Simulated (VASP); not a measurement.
# BaTiO3 (P1) in VASP: a series of runs

Aim: see how the results for BaTiO3 move with the level of theory and the settings. Levels: PBE+U, PBE. Tasks: single point.

Everything below comes from runs of VASP 6.6.1. Logs are shortened: lines on timing, memory, paths and dates and some standing lists are left out, and cuts for length are marked.

## Step 1: The cell of the first run

The typed cell holds 5 atoms: a = 4.004 Å, b = 4.004 Å, c = 4.004 Å, α = 89.85°, β = 89.85°, γ = 89.85°.

## Step 2: Single point, PBE+U

Contents of INCAR:

```
  ALGO = Normal
  EDIFF = 1E-7
  ENCUT = 520
  GGA = PE
  ISIF = 2
  ISMEAR = -1
  LASPH = True
  LCHARG = True
  LDAU = True
  LDAUJ = 0 0 0
  LDAUL = -1 2 -1
  LDAUPRINT = 1
  LDAUTYPE = 2
  LDAUU = 0 4 0
  LELF = True
  LMAXMIX = 4
  LREAL = False
  LVHAR = True
  LWAVE = False
  NBANDS = 28
  NELM = 150
  PREC = Accurate
  SIGMA = 0.05
```

Contents of KPOINTS:

```
k-points
0
Gamma
  7 7 7
```

Contents of POSCAR:

```
BaTiO3
1.0
    2.8276681600      1.6325549700      2.3177316100
   -2.8276681600      1.6325549700      2.3177316100
    0.0000000000     -3.2651099400      2.3177316100
Ba Ti O
1 1 3
Direct
    0.0334731600      0.9884685300      0.0018377600
    0.5061032600      0.5274847800      0.5372321600
    0.4862471500      0.4971470800      0.9711514600
    0.4740898700      0.9864150100      0.4720123700
    0.9787865600      0.4791845900      0.4964662400
```

Potentials or basis: VASP PAW PBE potentials, release 64 (Ba_sv, Ti_sv, O).

The run is started by

```console
$ cat potpaw_PBE.64/Ba_sv/POTCAR potpaw_PBE.64/Ti_sv/POTCAR potpaw_PBE.64/O/POTCAR > POTCAR
$ mpirun -np 1 vasp_std > vasp.out
```

OUTCAR:

```text
EDIFF = 1E-7
   ENCUT = 520
   GGA = PE
   ISIF = 2
   ISMEAR = -1
   LASPH = True
   LREAL = False
   NELM = 150
   PREC = Accurate

 ion  position               nearest neighbor table
   1  0.033  0.988  0.002-   4 2.58   3 2.67   3 2.73   4 2.76   5 2.80   5 2.83   5 2.85   5 2.89
                             4 2.92   3 2.95   3 2.99   4 3.09   2 3.23   2 3.37   2 3.40   2 3.42
   2  0.506  0.527  0.537-   3 1.74   4 1.86   5 1.91   5 2.13   4 2.19   3 2.27   1 3.23   1 3.37
                             1 3.40   1 3.42   1 3.53   1 3.54   1 3.59   1 3.70
   3  0.486  0.497  0.971-   2 1.74   2 2.27   1 2.67   1 2.73   1 2.95   1 2.99
   4  0.474  0.986  0.472-   2 1.86   2 2.19   1 2.58   1 2.76   1 2.92   1 3.09
   5  0.979  0.479  0.496-   2 1.91   2 2.13   1 2.80   1 2.83   1 2.85   1 2.89

  LATTYP: Found a trigonal (rhomboedric) cell.
 ALAT       =     4.0041007441
 COS(alpha) =     0.0025827219

  Lattice vectors:

 A1 = (   2.8276681600,   1.6325549700,   2.3177316100)
 A2 = (  -2.8276681600,   1.6325549700,   2.3177316100)
 A3 = (   0.0000000000,  -3.2651099400,   2.3177316100)

Analysis of symmetry for initial positions (statically):
=====================================================================
 Subroutine PRICEL returns:
 Original cell was already a primitive cell.

 Routine SETGRP: Setting up the symmetry group for a
 trigonal (rhombohedral) supercell.

 Subroutine GETGRP returns: Found  1 space group operations
 (whereof  1 operations were pure point group operations)
 out of a pool of 12 trial point group operations.

The static configuration has the point symmetry C_1 .

Analysis of symmetry for dynamics (positions and initial velocities):
=====================================================================
 Subroutine PRICEL returns:
 Original cell was already a primitive cell.

 Routine SETGRP: Setting up the symmetry group for a
 trigonal (rhombohedral) supercell.

 Subroutine GETGRP returns: Found  1 space group operations
 (whereof  1 operations were pure point group operations)
 out of a pool of 12 trial point group operations.

The dynamic configuration has the point symmetry C_1 .

 Subroutine INISYM returns: Found  1 space group operations
 (whereof  1 operations are pure point group operations),
 and found     1 'primitive' translations

----------------------------------------------------------------------------------------

                                     Primitive cell

  volume of cell :      64.1964

  direct lattice vectors                    reciprocal lattice vectors
     2.827668160  1.632554970  2.317731610     0.176824143  0.102089467  0.143818780
    -2.827668160  1.632554970  2.317731610    -0.176824143  0.102089467  0.143818780
     0.000000000 -3.265109940  2.317731610     0.000000000 -0.204178934  0.143818780

  length of vectors
     4.004100744  4.004100744  4.004100740     0.249745628  0.249745628  0.249745628

  position of ions in fractional coordinates (direct lattice)
     0.033473160  0.988468530  0.001837760
     0.506103260  0.527484780  0.537232160
     0.486247150  0.497147080  0.971151460
     0.474089870  0.986415010  0.472012370
     0.978786560  0.479184590  0.496466240

  ion indices of the primitive-cell ions
   primitive index   ion index
                 1           1
                 2           2
                 3           3
                 4           4
                 5           5
[... 57 lines left out ...]
   dimension x,y,z NGX =    30 NGY =   30 NGZ =   30
   dimension x,y,z NGXF=    60 NGYF=   60 NGZF=   60
   ions per type =               1   1   3
   NGX,Y,Z   is equivalent  to a cutoff of  12.46, 12.46, 12.46 a.u.
   NGXF,Y,Z  is equivalent  to a cutoff of  24.91, 24.91, 24.91 a.u.
 SYSTEM =  unknown system
   PREC   = accura    normal or accurate (medium, high low for compatibility)
   ISTART =      0    job   : 0-new  1-cont  2-samecut
   ICHARG =      2    charge: 1-file 2-atom 10-const
   ISPIN  =      1    spin polarized calculation?
   LNONCOLLINEAR =      F non collinear calculations
   LSORBIT =      F    spin-orbit coupling
   LASPH  =      T    aspherical Exc in radial PAW
   ENCUT  =  520.0 eV  38.22 Ry    6.18 a.u.   7.44  7.44  7.44*2*pi/ulx,y,z
   NELM   =    150;   NELMIN=  2; NELMDL= -5     # of ELM steps
   EDIFF  = 0.1E-06   stopping-criterion for ELM
   LREAL  =      F    real-space projection
   EDIFFG = 0.1E-05   stopping-criterion for IOM
   NSW    =      0    number of steps for IOM
   IBRION =     -1    ionic relax: 0-MD 1-quasi-New 2-CG
   NFREE  =      0    steps in history (QN), initial steepest desc. (CG)
   ISIF   =      2    stress and relaxation
   ISYM   =      2    0-nonsym 1-usesym 2-fastsym
   POTIM  = 0.5000    time-step for ionic-motion
   TEBEG  =    0.0;   TEEND  =   0.0 temperature during run
   PSTRESS=    0.0 pullay stress
   NELECT =      40.0000    total number of electrons
   NUPDOWN=      -1.0000    fix difference up-down
   EMIN   =  10.00;   EMAX   =-10.00  energy-range for DOS
   EFERMI =   0.00;   METHOD = LEGACY
   ISMEAR =    -1;   SIGMA  =   0.05  broadening in eV -4-tet -1-fermi 0-gaus
   EFERMI_NEDOS =   21; number of points for ismear=-14 and -15
   IALGO  =     38    algorithm
   IMIX   =      4    mixing-type and parameters
     AMIX     =   0.40;   BMIX     =  1.00
     AMIX_MAG =   1.60;   BMIX_MAG =  1.00
  volume/ion in A,a.u.               =      12.84        86.64
  Fermi-wavevector in a.u.,A,eV,Ry     =   1.398271  2.642349 26.601582  1.955161
  Thomas-Fermi vector in A             =   2.521445
   LORBIT       =      0    0 simple, 1 ext, 2 COOP (PROOUT), +10 PAW based schemes
 LDA+U is selected, type is set to LDAUTYPE =  2
   angular momentum for each species LDAUL =    -1    2   -1
   U (eV)           for each species LDAUU =   0.0  4.0  0.0
   J (eV)           for each species LDAUJ =   0.0  0.0  0.0
   GGA     = PE    functional components
   LHFCALC =     F    Hartree Fock is set to
   AEXX    =    0.0000 exact exchange contribution
   IVDW    =     0    specifies the selected vdW correction
   LEPSILON=     F    determine dielectric tensor
   LRPA    =     F    only Hartree local field effects (RPA)
 non-spin polarized calculation
  energy-cutoff  :      520.00
  volume of cell :       64.20
 maximum number of plane-waves:      1752
 NGX is ok and might be reduce to    30
   NGX = 15   NGY = 15   NGZ = 15

atom =   2  type =  2  l = 2

 onsite density matrix

spin component  1

  0.1821 -0.0025  0.0062  0.0550  0.0028
 -0.0025  0.2152 -0.0018 -0.0032  0.0813
  0.0062 -0.0018  0.1199  0.0012  0.0092
  0.0550 -0.0032  0.0012  0.1841  0.0002
  0.0028  0.0813  0.0092  0.0002  0.1847

spin component  2

  0.1821 -0.0025  0.0062  0.0550  0.0028
 -0.0025  0.2152 -0.0018 -0.0032  0.0813
  0.0062 -0.0018  0.1199  0.0012  0.0092
  0.0550 -0.0032  0.0012  0.1841  0.0002
  0.0028  0.0813  0.0092  0.0002  0.1847

 occupancies and eigenvectors

  o =  0.1100  v =  0.0605 -0.4637 -0.6607 -0.0550  0.5846  0.0000  0.0000  0.0000  0.0000  0.0000      0.0000  0.0000  0.0000  0.0000  0.0000  0.0000  0.0000  0.0000  0.0000  0.0000
  o =  0.1100  v =  0.0000  0.0000  0.0000  0.0000  0.0000  0.0605 -0.4637 -0.6607 -0.0550  0.5846      0.0000  0.0000  0.0000  0.0000  0.0000  0.0000  0.0000  0.0000  0.0000  0.0000
  o =  0.1238  v = -0.4670 -0.3665  0.5581  0.3939  0.4254  0.0000  0.0000  0.0000  0.0000  0.0000      0.0000  0.0000  0.0000  0.0000  0.0000  0.0000  0.0000  0.0000  0.0000  0.0000
  o =  0.1238  v =  0.0000  0.0000  0.0000  0.0000  0.0000 -0.4670 -0.3665  0.5581  0.3939  0.4254      0.0000  0.0000  0.0000  0.0000  0.0000  0.0000  0.0000  0.0000  0.0000  0.0000
  o =  0.1309  v =  0.0000  0.0000  0.0000  0.0000  0.0000  0.5357 -0.2452  0.4990 -0.5802  0.2595      0.0000  0.0000  0.0000  0.0000  0.0000  0.0000  0.0000  0.0000  0.0000  0.0000
  o =  0.1309  v =  0.5357 -0.2452  0.4990 -0.5802  0.2595  0.0000  0.0000  0.0000  0.0000  0.0000      0.0000  0.0000  0.0000  0.0000  0.0000  0.0000  0.0000  0.0000  0.0000  0.0000
  o =  0.2385  v =  0.0000  0.0000  0.0000  0.0000  0.0000 -0.7007 -0.0025 -0.0482 -0.7100 -0.0507      0.0000  0.0000  0.0000  0.0000  0.0000  0.0000  0.0000  0.0000  0.0000  0.0000
  o =  0.2385  v = -0.7007 -0.0025 -0.0482 -0.7100 -0.0507  0.0000  0.0000  0.0000  0.0000  0.0000      0.0000  0.0000  0.0000  0.0000  0.0000  0.0000  0.0000  0.0000  0.0000  0.0000
  o =  0.2829  v =  0.0000  0.0000  0.0000  0.0000  0.0000  0.0176 -0.7684 -0.0265  0.0328 -0.6383      0.0000  0.0000  0.0000  0.0000  0.0000  0.0000  0.0000  0.0000  0.0000  0.0000
  o =  0.2829  v =  0.0176 -0.7684 -0.0265  0.0328 -0.6383  0.0000  0.0000  0.0000  0.0000  0.0000      0.0000  0.0000  0.0000  0.0000  0.0000  0.0000  0.0000  0.0000  0.0000  0.0000

 number of electron      40.0000002 magnetization

 Free energy of the ion-electron system (eV)
  ---------------------------------------------------
  ext. energy  EPLUGINS =         0.00000000
  ---------------------------------------------------
  free energy    TOTEN  =       -36.79923101 eV

  energy without entropy =      -36.79923101  energy(sigma->0) =      -36.79923101

 E-fermi :   4.9747     XC(G=0): -11.2173

 val. band max:        3.8565067738   @ k =  -0.4286   0.4286  -0.2857
 cond. band min:       7.0327729818   @ k =   0.0000   0.0000   0.0000
 fundamental gap:      3.1762662079
 Fermi energy:         4.9747176468

 k-point     1 :       0.0000    0.0000    0.0000
  band No.  band energies     occupation
      1     -53.1977      2.00000
      2     -29.5539      2.00000
      3     -29.4163      2.00000
      4     -29.3840      2.00000
      5     -20.9260      2.00000
      6     -13.0511      2.00000
[... 733 lines left out ...]
     27      11.6420      0.00000
     28      12.4533      0.00000

 [... further k-points ...]

------------------------ aborting loop because EDIFF is reached ----------------------------------------

  FORCE on cell =-STRESS in cart. coord.  units (eV):
  Direction    XX          YY          ZZ          XY          YZ          ZX
  --------------------------------------------------------------------------------------
  -------------------------------------------------------------------------------------
  Total        5.1935269      7.3663886      5.8140947     -0.0777906     -2.1165937     -0.1044320
  in kB      129.6171044    183.8461569    145.1048854     -1.9414543    -52.8247472     -2.6063543
  external PRESSURE =     152.8560489 kB  Pullay stress =       0.0000000 kB

 VOLUME and BASIS-vectors are now :
 -----------------------------------------------------------------------------
  energy-cutoff  :      520.00
  volume of cell :       64.20
      direct lattice vectors                 reciprocal lattice vectors
     2.827668160  1.632554970  2.317731610     0.176824143  0.102089467  0.143818780
    -2.827668160  1.632554970  2.317731610    -0.176824143  0.102089467  0.143818780
     0.000000000 -3.265109940  2.317731610     0.000000000 -0.204178934  0.143818780

 POSITION                                       TOTAL-FORCE (eV/Angst)
 -----------------------------------------------------------------------------------
     -2.70041      1.66238      2.37285        -1.310381     -0.421316     -0.250503
     -0.06046     -0.06673      3.64074         1.088712      1.993561     -2.681913
     -0.03082     -1.56547      4.53011         0.180380     -2.157767      1.515625
     -1.44869      0.84318      4.47906        -0.155724      0.113052      0.956417
      1.41271      0.75920      4.52986         0.197013      0.472470      0.460373
 -----------------------------------------------------------------------------------
    total drift:                                0.000226     -0.000451      0.000237

  FREE ENERGIE OF THE ION-ELECTRON SYSTEM (eV)
  ---------------------------------------------------
  free  energy   TOTEN  =       -36.7992310069 eV

  energy  without entropy=      -36.7992310068  energy(sigma->0) =      -36.79923101
```

Run time: 4.2 min. Hardware: 1 thread of Intel Xeon Platinum 8488C (Sapphire Rapids), shared host; peak memory 0.4 GiB.

What came out:

* Free energy: -36.7992 eV
* Pressure: 15.3 GPa
* Largest force: 3.515 eV/Å
* Band gap on the k mesh: 3.18 eV (least direct gap 3.71 eV)

Forces on the atoms (eV/Å):
```
Ba  -1.310 -0.421 -0.251
Ti   1.089  1.994 -2.682
O    0.180 -2.158  1.516
O   -0.156  0.113  0.956
O    0.197  0.472  0.460
```

Eigenvalues of the final occupation matrices:
```csv
site,spin,trace,eigenvalues
site 2 d,1,0.89,0.11 0.12 0.13 0.24 0.28
site 2 d,2,0.89,0.11 0.12 0.13 0.24 0.28
```

Caveat: the stress differs along the axes, from 13 to 18 GPa; spin-orbit coupling is left out, which moves the levels of the heavy elements; forces of over 1 eV/Å act on the atoms, so gaps and moduli don't describe the material at rest.

(Part 1 of 2 ends here.)
